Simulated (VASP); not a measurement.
# SnSe: relaxation of cell and atoms with PBEsol

SnSe:

```
CELL_PARAMETERS angstrom
11.42000 0.00000 0.00000
0.00000 4.19000 0.00000
0.00000 0.00000 4.46000
ATOMIC_POSITIONS crystal
Sn 0.87700 0.75000 0.90900
Sn 0.62300 0.25000 0.40900
Sn 0.37700 0.75000 0.59100
Sn 0.12300 0.25000 0.09100
Se 0.64300 0.75000 0.98400
Se 0.85700 0.25000 0.48400
Se 0.14300 0.75000 0.51600
Se 0.35700 0.25000 0.01600
```

| Property | Result |
| --- | --- |
| Program | VASP 6.6.1 |
| Task | relaxation of cell and atoms |
| Functional | PBEsol |
| Potentials or basis | VASP PAW PBE potentials, release 64 (Sn_d, Se) |
| Cutoff | 600 eV |
| k mesh | 3 × 6 × 6 |
| Occupations | fermi-dirac, width 0.05 eV |
| Spin | no spin polarisation |
| Dipole correction | no |
| Further INCAR settings | ALGO = Normal; EDIFF = 1e-07; IBRION = 2; EDIFFG = -0.01; NSW = 60; ISIF = 3 |

```yaml
Relaxed_volume: 25.93 Å³/atom
Relaxed_cell: a = 11.452 Å, b = 4.163 Å, c = 4.351 Å, α = 90.00°, β = 90.00°, γ = 90.00°
Space_group_after_relaxing_to_0.1_Å: Pnma (No. 62)
Energy_gained_by_relaxing: 7.1 meV/atom
Ionic_steps: 14
Pressure_after_relaxing: 0.0 GPa
Largest_force_after_relaxing: 0.010 eV/Å
Band_gap_on_the_k_mesh: 0.40 eV (least direct gap 0.50 eV)
```

Forces in eV/Å, atoms in the order of the input:
```
Sn   0.008  0.000 -0.006
Sn  -0.008  0.000 -0.006
Sn   0.008  0.000  0.006
Sn  -0.008  0.000  0.006
Se  -0.001  0.000 -0.003
Se   0.001  0.000 -0.003
Se  -0.001  0.000  0.003
Se   0.001  0.000  0.003
```

Step by step:
| step | energy change (eV) | largest force (eV/Å) | pressure (GPa) | volume (Å³) |
| --- | --- | --- | --- | --- |
| 1 | 0.0000 | 0.2492 | -0.49 | 213.41 |
| 2 | -0.0418 | 0.1106 | -0.16 | 210.86 |
| 3 | -0.0420 | 0.1069 | -0.14 | 210.73 |
| 4 | -0.0464 | 0.0979 | -0.05 | 209.87 |
| 5 | -0.0540 | 0.0683 | 0.23 | 207.29 |
| 6 | -0.0544 | 0.0573 | 0.34 | 206.44 |
| 7 | -0.0559 | 0.0335 | -0.12 | 207.41 |
| 8 | -0.0561 | 0.0207 | 0.01 | 207.14 |
| 9 | -0.0563 | 0.0206 | 0.01 | 207.18 |
| 10 | -0.0565 | 0.0218 | 0.00 | 207.28 |
| 11 | -0.0566 | 0.0136 | 0.00 | 207.31 |
| 12 | -0.0567 | 0.0101 | 0.01 | 207.35 |
| 13 | -0.0567 | 0.0118 | 0.01 | 207.36 |
| 14 | -0.0568 | 0.0100 | -0.01 | 207.44 |

Final structure:
```xyz
8
Lattice="11.4519 0.0000 0.0000 0.0000 4.1626 0.0000 0.0000 0.0000 4.3515" Properties=species:S:1:pos:R:3 pbc="T T T"
Sn   10.0907    3.1220    3.9617
Sn    7.0872    1.0407    1.7860
Sn    4.3647    3.1220    2.5655
Sn    1.3612    1.0407    0.3898
Se    7.3556    3.1220    4.2638
Se    9.8223    1.0407    2.0881
Se    1.6296    3.1220    2.2634
Se    4.0963    1.0407    0.0877
```

Levels at points of the mesh, in eV from the valence-band top:
```csv
k point,band 36,band 37,band 38,band 39,band 40,band 41,band 42,band 43,band 44,band 45
"(0.00, 0.00, 0.00)",-1.92,-1.70,-1.38,-0.78,-0.63,0.46,2.94,3.01,3.03,3.31
"(0.00, 0.50, 0.00)",-1.71,-1.06,-1.06,-0.65,-0.65,0.83,0.83,1.35,1.35,1.58
"(0.00, 0.00, 0.50)",-1.49,-0.84,-0.84,-0.32,-0.32,1.14,1.14,1.35,1.35,1.54
"(0.00, 0.50, 0.50)",-3.38,-2.41,-2.41,-1.62,-1.62,2.58,2.58,2.98,2.98,4.61
```

Run time: 73 min on 1 thread of Oxide Virtual Turin-like Processor, with other jobs on the host, peak memory 0.54 GiB.

Caveat: semilocal functionals underestimate gaps, and a narrow one can read as zero; the PAW data sets were made with another functional, which shifts forces and pressure a little; spin-orbit coupling is left out, which moves the levels of the heavy elements. A k mesh can miss the band edges.
